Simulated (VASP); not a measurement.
Wanted: the native input for a VASP 6.6.1 run.

```
Task                   : single point
Functional             : PBE
Potentials or basis    : VASP PAW PBE potentials, release 64 (Zn)
Cutoff                 : 520 eV
k mesh                 : 24 × 24 × 10
Occupations            : gaussian, width 0.15 eV
Spin                   : no spin polarisation
Dipole correction      : no
Further INCAR settings : ALGO = Fast; EDIFF = 1e-07; NBANDS = 19
```

The structure of Zn lies in POSCAR:

```
Zn
1.0
    2.7713899753      0.0000000000      0.0000000000
   -1.3856949877      2.4000941224      0.0000000000
    0.0000000000      0.0000000000      5.3424360000
Zn
2
Direct
    0.3333333333      0.6666666667      0.2500000000
    0.6666666667      0.3333333333      0.7500000000
```

This cell differs from its parent crystal: strain +0.040 along x and y, +0.080 along z.

One way to write it, as run:

INCAR

```
SYSTEM = Zn
PREC = Accurate
ENCUT = 520
EDIFF = 1E-7
ISMEAR = 0
SIGMA = 0.15
LREAL = .False.
LASPH = .True.
NELM = 80
ALGO = Fast
ISIF = 2
LWAVE = .False.
LCHARG = .True.
GGA = PE
LELF = .True.
LVHAR = .True.
NBANDS = 19
```

KPOINTS

```
regular mesh
0
Gamma
  24 24 10
  0 0 0
```

Potentials or basis: VASP PAW PBE potentials, release 64 (Zn).

Launch:

```sh
$ cat potpaw_PBE.64/Zn/POTCAR > POTCAR
$ mpirun -np 1 vasp_std > vasp.out
```

It gave:

The pressure is -7.2 GPa and the band gap on the k mesh is zero (bands 12 and 13 overlap by 4.52 eV).

Caveat: the cell differs from its parent crystal (strain +0.040 along x and y, +0.080 along z); the cell stands under tension.

Wall time 73 s on 1 thread of Intel(R) Xeon(R) 6975P-C (Granite Rapids) (shared host), peak memory 0.3 GiB.
